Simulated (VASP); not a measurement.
# SiC (Cm) in VASP: a series of runs, part 2 of 2

VASP 6.6.1.

### 4 Single point, PBE (atom 2 (C) moved by (-0.150, +0.000) A along [1 1 0] and z)

Contents of INCAR:

```
SYSTEM = SiC
  PREC = Accurate
  ENCUT = 520
  EDIFF = 1E-7
  ISMEAR = 0
  SIGMA = 0.05
  LREAL = .False.
  LASPH = .True.
  NELM = 100
  ALGO = Normal
  ISIF = 2
  LWAVE = .False.
  LCHARG = .True.
  GGA = PE
  LELF = .True.
  LVHAR = .True.
  NBANDS = 11
```

Contents of KPOINTS:

```
Automatic mesh
0
Gamma
  10 10 10
  0 0 0
```

Contents of POSCAR:

```
SiC
1.0
    0.0000000000      2.1898640950      2.1898640950
    2.1898640950      0.0000000000      2.1898640950
    2.1898640950      2.1898640950      0.0000000000
Si C
1 1
Direct
    0.0000000000      0.0000000000      0.0000000000
    0.7500000000      0.7500000000      0.7015650230
```

Potentials or basis: VASP PAW PBE potentials, release 64 (Si, C).

Started as:

```
> cat potpaw_PBE.64/Si/POTCAR potpaw_PBE.64/C/POTCAR > POTCAR
> mpirun -np 1 vasp_std > vasp.out
```

OUTCAR:

```text
SYSTEM = SiC
   PREC = Accurate
   ENCUT = 520
   EDIFF = 1E-7
   ISMEAR = 0
   LREAL = .False.
   LASPH = .True.
   NELM = 100
   ISIF = 2
   GGA = PE

 ion  position               nearest neighbor table
   1  0.000  0.000  0.000-   2 1.78   2 1.90   2 1.90   2 2.02
   2  0.750  0.750  0.702-   1 1.78   1 1.90   1 1.90   1 2.02

  LATTYP: Found a face centered cubic cell.
 ALAT       =     4.3797281900

  Lattice vectors:

 A1 = (   0.0000000000,   2.1898640950,   2.1898640950)
 A2 = (   2.1898640950,   0.0000000000,   2.1898640950)
 A3 = (   2.1898640950,   2.1898640950,   0.0000000000)

Analysis of symmetry for initial positions (statically):
=====================================================================
 Subroutine PRICEL returns:
 Original cell was already a primitive cell.

 Routine SETGRP: Setting up the symmetry group for a
 face centered cubic supercell.

 Subroutine GETGRP returns: Found  2 space group operations
 (whereof  2 operations were pure point group operations)
 out of a pool of 48 trial point group operations.

The static configuration has the point symmetry C_1h.

Analysis of symmetry for dynamics (positions and initial velocities):
=====================================================================
 Subroutine PRICEL returns:
 Original cell was already a primitive cell.

 Routine SETGRP: Setting up the symmetry group for a
 face centered cubic supercell.

 Subroutine GETGRP returns: Found  2 space group operations
 (whereof  2 operations were pure point group operations)
 out of a pool of 48 trial point group operations.

The dynamic configuration has the point symmetry C_1h.

 Subroutine INISYM returns: Found  2 space group operations
 (whereof  2 operations are pure point group operations),
 and found     1 'primitive' translations

----------------------------------------------------------------------------------------

                                     Primitive cell

  volume of cell :      21.0030

  direct lattice vectors                    reciprocal lattice vectors
     0.000000000  2.189864095  2.189864095    -0.228324671  0.228324671  0.228324671
     2.189864095  0.000000000  2.189864095     0.228324671 -0.228324671  0.228324671
     2.189864095  2.189864095  0.000000000     0.228324671  0.228324671 -0.228324671

  length of vectors
     3.096935503  3.096935503  3.096935503     0.395469932  0.395469932  0.395469932

  position of ions in fractional coordinates (direct lattice)
     0.000000000  0.000000000  0.000000000
     0.750000000  0.750000000  0.701565023

  ion indices of the primitive-cell ions
   primitive index   ion index
                 1           1
                 2           2

----------------------------------------------------------------------------------------

 KPOINTS: Automatic mesh

Automatic generation of k-mesh.
 Grid dimensions read from file:
 generate k-points for:   10   10   10

 Generating k-lattice:

  Cartesian coordinates                     Fractional coordinates (reciprocal lattice)
    -0.022832467  0.022832467  0.022832467     0.100000000  0.000000000  0.000000000
     0.022832467 -0.022832467  0.022832467     0.000000000  0.100000000  0.000000000
     0.022832467  0.022832467 -0.022832467     0.000000000  0.000000000  0.100000000

  Length of vectors
     0.039546993  0.039546993  0.039546993

  Shift w.r.t. Gamma in fractional coordinates (k-lattice)
     0.000000000  0.000000000  0.000000000

 Subroutine IBZKPT returns following result:
 ===========================================

 Found    282 irreducible k-points:

 Following reciprocal coordinates:
            Coordinates               Weight
  0.000000  0.000000  0.000000      1.000000
  0.100000  0.000000  0.000000      4.000000
  0.000000  0.000000  0.100000      2.000000
  0.100000  0.100000  0.100000      2.000000
  0.200000  0.000000  0.000000      4.000000
  0.000000  0.000000  0.200000      2.000000
[... 16 lines left out ...]
  0.200000  0.100000  0.200000      4.000000
  0.100000 -0.100000 -0.100000      4.000000
 [... further k-points ...]
   k-points           NKPTS =    282   k-points in BZ     NKDIM =    282   number of bands    NBANDS=     11
   number of dos      NEDOS =    301   number of ions     NIONS =      2
   total plane-waves  NPLWV =  13824
   dimension x,y,z NGX =    24 NGY =   24 NGZ =   24
   dimension x,y,z NGXF=    48 NGYF=   48 NGZF=   48
   ions per type =               1   1
   NGX,Y,Z   is equivalent  to a cutoff of  12.88, 12.88, 12.88 a.u.
   NGXF,Y,Z  is equivalent  to a cutoff of  25.77, 25.77, 25.77 a.u.
 SYSTEM =  SiC
   PREC   = accura    normal or accurate (medium, high low for compatibility)
   ISTART =      0    job   : 0-new  1-cont  2-samecut
   ICHARG =      2    charge: 1-file 2-atom 10-const
   ISPIN  =      1    spin polarized calculation?
   LNONCOLLINEAR =      F non collinear calculations
   LSORBIT =      F    spin-orbit coupling
   LASPH  =      T    aspherical Exc in radial PAW
   ENCUT  =  520.0 eV  38.22 Ry    6.18 a.u.   5.76  5.76  5.76*2*pi/ulx,y,z
   NELM   =    100;   NELMIN=  2; NELMDL= -5     # of ELM steps
   EDIFF  = 0.1E-06   stopping-criterion for ELM
   LREAL  =      F    real-space projection
   EDIFFG = 0.1E-05   stopping-criterion for IOM
   NSW    =      0    number of steps for IOM
   IBRION =     -1    ionic relax: 0-MD 1-quasi-New 2-CG
   NFREE  =      0    steps in history (QN), initial steepest desc. (CG)
   ISIF   =      2    stress and relaxation
   ISYM   =      2    0-nonsym 1-usesym 2-fastsym
   POTIM  = 0.5000    time-step for ionic-motion
   TEBEG  =    0.0;   TEEND  =   0.0 temperature during run
   PSTRESS=    0.0 pullay stress
   NELECT =       8.0000    total number of electrons
   NUPDOWN=      -1.0000    fix difference up-down
   EMIN   =  10.00;   EMAX   =-10.00  energy-range for DOS
   EFERMI =   0.00;   METHOD = LEGACY
   ISMEAR =     0;   SIGMA  =   0.05  broadening in eV -4-tet -1-fermi 0-gaus
   EFERMI_NEDOS =   21; number of points for ismear=-14 and -15
   IALGO  =     38    algorithm
   IMIX   =      4    mixing-type and parameters
     AMIX     =   0.40;   BMIX     =  1.00
     AMIX_MAG =   1.60;   BMIX_MAG =  1.00
  volume/ion in A,a.u.               =      10.50        70.87
  Fermi-wavevector in a.u.,A,eV,Ry     =   1.186709  2.242555 19.160797  1.408279
  Thomas-Fermi vector in A             =   2.322876
   LORBIT       =      0    0 simple, 1 ext, 2 COOP (PROOUT), +10 PAW based schemes
   GGA     = PE    functional components
   LHFCALC =     F    Hartree Fock is set to
   AEXX    =    0.0000 exact exchange contribution
   IVDW    =     0    specifies the selected vdW correction
   LEPSILON=     F    determine dielectric tensor
   LRPA    =     F    only Hartree local field effects (RPA)
 non-spin polarized calculation
 Gauss-broadening in eV      SIGMA  =   0.05
  energy-cutoff  :      520.00
  volume of cell :       21.00
 maximum number of plane-waves:       588
   NGX = 11   NGY = 11   NGZ = 11

 number of electron       8.0000001 magnetization

 Free energy of the ion-electron system (eV)
  ---------------------------------------------------
  ext. energy  EPLUGINS =         0.00000000
  ---------------------------------------------------
  free energy    TOTEN  =       -14.85017622 eV

  energy without entropy =      -14.85017622  energy(sigma->0) =      -14.85017622

 E-fermi :   8.7977     XC(G=0): -11.2917

 val. band max:        8.5747625038   @ k =   0.0000   0.0000   0.0000
 cond. band min:       9.2423280668   @ k =   0.5000   0.5000   0.0000
 fundamental gap:      0.6675655630
 Fermi energy:         8.7977195995

 k-point     1 :       0.0000    0.0000    0.0000
  band No.  band energies     occupation
      1      -7.3631      2.00000
      2       7.1932      2.00000
      3       7.9466      2.00000
      4       8.5748      2.00000
      5      13.8956      0.00000
      6      14.9563      0.00000
      7      15.0778      0.00000
      8      15.5260      0.00000
      9      22.3143      0.00000
     10      22.3157      0.00000
     11      24.0069      0.00000
[... 309 lines left out ...]
 k-point    24 :       0.1000   -0.1000   -0.1000
  band No.  band energies     occupation
      1      -6.6603      2.00000
      2       5.3375      2.00000
      3       6.6377      2.00000
      4       7.9203      2.00000
      5      13.8841      0.00000
      6      14.8823      0.00000
      7      16.3720      0.00000
      8      16.9139      0.00000
      9      19.3187      0.00000
     10      22.2057      0.00000
     11      24.4825      0.00000

 [... further k-points ...]
[... 5 lines left out ...]
  --------------------------------------------------------------------------------------
  -------------------------------------------------------------------------------------
  Total        0.2395898      0.2395898      0.5083249      0.4140441     -0.8508488     -0.8508488
  in kB       18.2766880     18.2766880     38.7766661     31.5846205    -64.9055010    -64.9055006
  external PRESSURE =      25.1100141 kB  Pullay stress =       0.0000000 kB

 VOLUME and BASIS-vectors are now :
 -----------------------------------------------------------------------------
  energy-cutoff  :      520.00
  volume of cell :       21.00
      direct lattice vectors                 reciprocal lattice vectors
     0.000000000  2.189864095  2.189864095    -0.228324671  0.228324671  0.228324671
     2.189864095  0.000000000  2.189864095     0.228324671 -0.228324671  0.228324671
     2.189864095  2.189864095  0.000000000     0.228324671  0.228324671 -0.228324671

 POSITION                                       TOTAL-FORCE (eV/Angst)
 -----------------------------------------------------------------------------------
      0.00000      0.00000      0.00000        -2.002829     -2.002829      0.750911
      3.17873      3.17873      3.28480         2.002829      2.002829     -0.750911
 -----------------------------------------------------------------------------------
    total drift:                                0.000073      0.000073     -0.000011

  FREE ENERGIE OF THE ION-ELECTRON SYSTEM (eV)
  ---------------------------------------------------
  free  energy   TOTEN  =       -14.8501762210 eV

  energy  without entropy=      -14.8501762210  energy(sigma->0) =      -14.85017622
```

OSZICAR:

```text
N       E                     dE             d eps       ncg     rms          rms(c)
DAV:   1     0.409371047607E+01    0.40937E+01   -0.39097E+03  6420   0.610E+02
DAV:   2    -0.160925512383E+02   -0.20186E+02   -0.19159E+02  7772   0.110E+02
DAV:   3    -0.167357516257E+02   -0.64320E+00   -0.64200E+00  7631   0.164E+01
DAV:   4    -0.167382414623E+02   -0.24898E-02   -0.24897E-02  7105   0.130E+00
DAV:   5    -0.167382528123E+02   -0.11350E-04   -0.11350E-04  7663   0.820E-02    0.884E+00
DAV:   6    -0.149046869006E+02    0.18336E+01   -0.67801E+00  6936   0.116E+01    0.386E+00
DAV:   7    -0.148580999884E+02    0.46587E-01   -0.37782E-01  7482   0.356E+00    0.179E+00
DAV:   8    -0.148499758976E+02    0.81241E-02   -0.21665E-02  7017   0.978E-01    0.174E-01
DAV:   9    -0.148500617131E+02   -0.85816E-04   -0.18199E-03  7676   0.244E-01    0.112E-01
DAV:  10    -0.148501700727E+02   -0.10836E-03   -0.24972E-04  6870   0.979E-02    0.295E-02
DAV:  11    -0.148501758615E+02   -0.57889E-05   -0.35432E-05  7476   0.330E-02    0.848E-03
DAV:  12    -0.148501761017E+02   -0.24017E-06   -0.17349E-06  7194   0.869E-03    0.148E-03
DAV:  13    -0.148501762023E+02   -0.10058E-06   -0.19953E-07  7254   0.295E-03    0.124E-03
DAV:  14    -0.148501762210E+02   -0.18732E-07   -0.59671E-09  3711   0.494E-04
   1 F= -.14850176E+02 E0= -.14850176E+02  d E =-.652990E-13
```

stdout:

```text
POSCAR found type information on POSCAR SiC
 POSCAR found :  2 types and       2 ions
 scaLAPACK will be used
 LDA part: xc-table for (Slater+PW92), standard interpolation
 POSCAR, INCAR and KPOINTS ok, starting setup
 FFT: planning ... GRIDC
 FFT: planning ... GRID_SOFT
 FFT: planning ... GRID
 WAVECAR not read
 entering main loop
```

It took 42 s on 1 thread of Intel Xeon 8259CL, shared host; peak memory 0.18 GiB.

What came out:

| Property | Result |
| --- | --- |
| Free energy | -14.8502 eV |
| Pressure | 2.5 GPa |
| Largest force | 2.930 eV/Å |
| Band gap on the k mesh | 0.67 eV (least direct gap 4.21 eV) |

Forces in eV/Å, atoms in the order of the input:
```
Si  -2.003 -2.003  0.751
C    2.003  2.003 -0.751
```

Stress tensor (GPa, compression positive):
```
 1.83  3.16 -6.49
 3.16  1.83 -6.49
-6.49 -6.49  3.88
```

Levels at points of the mesh, in eV from the valence-band top:
```tsv
k point	band 1	band 2	band 3	band 4	band 5	band 6	band 7	band 8	band 9
(0.00, 0.00, 0.00)	-15.94	-1.38	-0.63	0.00	5.32	6.38	6.50	6.95	13.74
(0.50, 0.00, 0.00)	-12.45	-9.09	-2.23	-1.11	4.52	5.88	7.20	9.31	15.16
(0.00, 0.00, 0.50)	-12.25	-9.53	-1.80	-1.20	4.62	6.36	7.12	9.22	15.01
(0.50, 0.50, 0.50)	-12.61	-8.68	-2.24	-1.55	4.63	5.92	6.74	9.30	15.23
(0.50, 0.50, 0.00)	-11.02	-8.44	-3.79	-3.68	0.67	3.51	13.20	13.29	13.88
(0.00, 0.50, 0.50)	-11.03	-8.37	-4.04	-3.53	0.68	3.59	13.17	13.28	13.81
```

Caveat: the cell differs from its parent crystal (atom 2 (C) moved by (-0.150, +0.000) A along [1 1 0] and z); forces of over 1 eV/Å act on the atoms, so gaps and moduli don't describe the material at rest.

### 5 Single point, PBE (atom 2 (C) moved by (-0.150, +0.300) A along [1 1 0] and z)

Contents of INCAR:

```
SYSTEM = SiC
ALGO = Normal
EDIFF = 1E-7
ENCUT = 520
GGA = PE
ISIF = 2
ISMEAR = 0
LASPH = .True.
LCHARG = .False.
LREAL = .False.
LWAVE = .False.
NBANDS = 11
NELM = 80
PREC = Accurate
SIGMA = 0.05
```

Contents of KPOINTS:

```
k-points
0
Gamma
  10 10 10
  0 0 0
```

Changes to POSCAR since step 4:

```diff
@@ -9,2 +9,2 @@
     0.0000000000      0.0000000000      0.0000000000
-    0.7500000000      0.7500000000      0.7015650230
+    0.8184974014      0.8184974014      0.6330676215
```

Started as:

```
> cat potpaw_PBE.64/Si/POTCAR potpaw_PBE.64/C/POTCAR > POTCAR
> mpirun -np 1 vasp_std > vasp.out
```

Run time: 38 s. Hardware: 1 thread of Intel Xeon 8259CL, shared host; peak memory 0.18 GiB.

Results (log left out):

| Item | Value |
| --- | --- |
| Free energy | -13.7731 eV |
| Pressure | 16.4 GPa |
| Largest force | 9.127 eV/Å |
| Band gap on the k mesh | 0.10 eV (least direct gap 3.80 eV) |

Forces in eV/Å, atoms in the order of the input:
```
Si  -4.777 -4.777  6.138
C    4.777  4.777 -6.138
```

Stress tensor (GPa, compression positive):
```
 21.34  26.00 -17.95
 26.00  21.34 -17.95
-17.95 -17.95   6.53
```

Levels at points of the mesh, in eV from the valence-band top:
```tsv
k point	band 1	band 2	band 3	band 4	band 5	band 6	band 7	band 8	band 9
(0.00, 0.00, 0.00)	-16.29	-2.73	-0.62	0.00	4.67	6.04	6.06	7.35	13.20
(0.50, 0.00, 0.00)	-13.09	-8.85	-3.35	-1.16	3.88	4.92	7.12	8.98	14.12
(0.00, 0.00, 0.50)	-12.45	-10.33	-2.04	-1.25	4.22	6.00	7.32	8.59	13.90
(0.50, 0.50, 0.50)	-12.82	-9.57	-2.76	-0.91	3.71	4.84	7.39	9.32	14.08
(0.50, 0.50, 0.00)	-11.62	-8.45	-4.82	-3.59	0.21	3.37	12.42	12.81	13.33
(0.00, 0.50, 0.50)	-11.53	-8.82	-3.94	-3.80	0.10	2.89	11.97	13.31	13.89
```

Caveat: the cell differs from its parent crystal (atom 2 (C) moved by (-0.150, +0.300) A along [1 1 0] and z); the cell stands under pressure; forces of over 1 eV/Å act on the atoms, so gaps and moduli don't describe the material at rest. A k mesh can miss the band edges.

### 6 Summary

| cell | gap on the mesh (eV) | pressure (GPa) | largest force (eV/Å) |
| --- | --- | --- | --- |
| as given, atomic positions A | 0.05 | 10.7 | 6.70 |
| as given, atomic positions B | none | 9.7 | 4.49 |
| as given, atomic positions C | 0.67 | 2.5 | 2.93 |
| as given, atomic positions D | 0.10 | 16.4 | 9.13 |

Alike in all rows: task single point; level PBE; potentials or basis VASP PAW PBE potentials, release 64 (Si, C); no spin polarisation; k mesh 10 × 10 × 10; cutoff (eV) 520; smearing gaussian 0.05 eV.

Caveats: forces of over 1 eV/Å act on the atoms, so gaps and moduli don't describe the material at rest; the cell stands under pressure (at least some runs); semilocal functionals underestimate gaps, so a narrow gap can read as zero (at least some runs).

Absolute energies hang on the potentials; compare differences alone.
